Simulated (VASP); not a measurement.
Wanted: the native input for a VASP 6.6.1 run.

```yaml
Task: single point
Functional: PBE
Potentials_or_basis: VASP PAW PBE potentials, release 64 (K_sv, F)
Cutoff: 520 eV
k_mesh: 8 × 8 × 8
Occupations: gaussian, width 0.05 eV
Spin: no spin polarisation
Dipole_correction: no
Further_INCAR_settings: ALGO = Normal; EDIFF = 1e-07; NBANDS = 15
```

The structure of KF lies in POSCAR:

```
KF
1.0
    3.2589550000      0.0000000000      0.0000000000
    0.0000000000      3.2589550000      0.0000000000
    0.0000000000      0.0000000000      3.2589550000
K F
1 1
Direct
    0.0000000000      0.0000000000      0.0000000000
    0.4349079584      0.5650920416      0.5000000000
```

This cell differs from its parent crystal: all F atoms moved -0.300 Å, as atom 2 along Cartesian [1 -1 0].

One way to write it, as run:

INCAR

```
  ALGO = Normal
  EDIFF = 1E-7
  ENCUT = 520
  GGA = PE
  ISIF = 2
  ISMEAR = 0
  LASPH = T
  LCHARG = F
  LREAL = F
  LWAVE = F
  NBANDS = 15
  NELM = 60
  PREC = Accurate
  SIGMA = 0.05
```

KPOINTS

```
k-points
0
Gamma
  8 8 8
```

Potentials or basis: VASP PAW PBE potentials, release 64 (K_sv, F).

Command:

```console
$ cat potpaw_PBE.64/K_sv/POTCAR potpaw_PBE.64/F/POTCAR > POTCAR
$ mpirun -np 1 vasp_std > vasp.out
```

It gave:

```
Pressure               : 1.2 GPa
Largest force          : 0.313 eV/Å
Band gap on the k mesh : 6.29 eV (least direct gap 6.32 eV)
```

Caveat: the cell differs from its parent crystal (all F atoms moved -0.300 Å, as atom 2 along Cartesian [1 -1 0]).

Run time: 61 s on 1 thread of Intel Xeon 8259CL (shared host), peak memory 0.17 GiB.
